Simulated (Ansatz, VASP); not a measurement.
**Two plane-wave programs on Al2InN3**

```
CELL_PARAMETERS angstrom
4.69736 -2.84979 0.00000
4.69736 2.84979 0.00000
0.00000 0.00000 5.01504
ATOMIC_POSITIONS crystal
Al 0.00844 0.33486 0.99174
Al 0.66514 0.99156 0.99174
Al 0.99156 0.66514 0.49174
Al 0.33486 0.00844 0.49174
In 0.32207 0.67793 0.98699
In 0.67793 0.32207 0.48699
N 0.03676 0.33363 0.35570
N 0.66637 0.96324 0.35570
N 0.96324 0.66637 0.85570
N 0.33363 0.03676 0.85570
N 0.29824 0.70176 0.40613
N 0.70176 0.29824 0.90613
```

Change from the starting cell: volume 11.189 Å^3 an atom, stretch along b over the lengths across it, relative to the relaxed cell 1.0549.

Alike in both runs: task single point; functional PBE; k mesh 6 × 6 × 6; occupations gaussian, width 0.05 eV; no spin polarisation.

|  | VASP | Ansatz |
| --- | --- | --- |
| version | VASP 6.6.1 | Ansatz 0.2.0 |
| potentials or method | VASP PAW PBE potentials, release 64 (Al, In_d, N), cutoff 520 eV | scalar-relativistic, plane waves, PAW |
| valence electrons in the cell | 68 | 68 |

```tsv
	VASP	Ansatz	Ansatz less VASP
gap on the k mesh at the Fermi level (eV)	2.57	2.57	-0.002
least direct gap on the mesh (eV)	2.57	2.57	-0.002
pressure (GPa)	17.2	17.2	+0.03
traceless stress, the component that is largest in VASP (GPa)	-12.24	-12.16	+0.075
rms of the force components (eV/Å)	0.414	0.412	-0.0020
```

Atom by atom the forces differ by 0.009 eV/Å (rms over components).
